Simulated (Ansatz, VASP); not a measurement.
## LaHg: VASP beside Ansatz

File INCAR:

```
PREC     = Accurate       # precision mode
ENCUT    = 520            # plane-wave cutoff, eV
EDIFF    = 1E-8           # SCF threshold, eV
ISMEAR   = -1             # smearing method
SIGMA    = 0.05           # smearing width, eV
LREAL    = False          # projectors in reciprocal space
LASPH    = True           # aspherical terms in the spheres
NELM     = 100            # most SCF steps
ALGO     = Normal         # electronic algorithm
ISIF     = 2              # what is computed and relaxed
LWAVE    = False          # write WAVECAR
LCHARG   = False          # write CHGCAR
LEFG     = True         
NBANDS   = 18             # bands
```

The input KPOINTS:

```
Automatic mesh
0
Gamma
  9 9 9
```

The input POSCAR:

```
LaHg
1.0
    3.1658573896      0.0000000000      0.0000000000
    0.0000000000      3.1658573896      0.0000000000
    0.0000000000      0.0000000000      3.1658573896
La Hg
1 1
Direct
    0.5000000000      0.5000000000      0.5000000000
    0.0000000000      0.0000000000      0.0000000000
```

Input for Ansatz:

```yaml
crystal:
  lattice:
    - [3.1658573896, 0.0, 0.0]
    - [0.0, 3.1658573896, 0.0]
    - [0.0, 0.0, 3.1658573896]
  atoms:
    - { symbol: La, position: [0.5, 0.5, 0.5] }
    - { symbol: Hg, position: [0.0, 0.0, 0.0] }
kpoints:
  mp_grid: { grid: [9, 9, 9] }
  band_path:
    path:
      - [0.0, 0.0, 0.0]
      - [0.0, 0.5, 0.0]
      - [0.5, 0.5, 0.0]
      - [0.0, 0.0, 0.0]
      - [0.5, 0.5, 0.5]
      - [0.0, 0.5, 0.0]
      - [0.5, 0.5, 0.5]
      - [0.5, 0.5, 0.0]
    npoints: 6
scf:
  occupations: { method: fermi_dirac, width: 0.05 }
hamiltonian:
  xc: lda
  pseudopotentials: { kind: paw }
output:
  forces: true
  stress: true
  eigenvalues: true
  efg: { contact_densities: true }
  populations: true
```

Change from the starting cell: volume scaled by 0.55, PAW files.

Alike in both runs: task electric field gradients; functional LDA; k mesh 9 × 9 × 9; occupations fermi-dirac, width 0.05 eV; no spin polarisation.

|  | VASP | Ansatz |
| --- | --- | --- |
| version | VASP 6.6.1 | Ansatz 0.2.0 |
| potentials or method | VASP PAW LDA potentials, release 64 (La, Hg) | PAW with Ansatz's default frozen-core files, scalar-relativistic |
| plane-wave cutoff (eV) | 520 | 420 |
| valence electrons in the cell | 23 | 31 |

```csv
,VASP,Ansatz,Ansatz less VASP
pressure (GPa),119.2,115.4,-3.76
```

LDA's correlation is that of Perdew and Zunger in VASP and of Perdew and Wang (1992) in Ansatz. Both programs put the cell under a high pressure, so it lies far from rest at this level. VASP's potentials hold 23 valence electrons a cell and Ansatz's 31, so a difference there can come from the potentials and not from the codes.

Neither program's run includes spin-orbit coupling. Noted on VASP's run: the cell as given lies far from equilibrium.
